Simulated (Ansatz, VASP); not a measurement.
## BeS: VASP beside Ansatz

```
Be S
1.0
     0.00000    2.48573    2.48573
     2.48573    0.00000    2.48573
     2.48573    2.48573    0.00000
Be S
1 1
Direct
  0.00000 0.00000 0.00000
  0.25000 0.25000 0.25000
```

Alike in both runs: task single point; functional PBE; k mesh 8 × 8 × 8; no spin polarisation.

|  | VASP | Ansatz |
| --- | --- | --- |
| version | VASP 6.6.1 | Ansatz 0.2.0 |
| potentials or method | VASP PAW PBE potentials, release 64 (Be, S) | plane waves, PAW |
| plane-wave cutoff (eV) | 600 | 420 |
| occupations | gaussian, width 0.01 eV | fixed |
| valence electrons in the cell | 8 | 8 |

```tsv
	VASP	Ansatz	Ansatz less VASP
gap on the k mesh at the Fermi level (eV)	3.26	3.26	-0.001
pressure (GPa)	-4.8	-4.8	-0.04
```
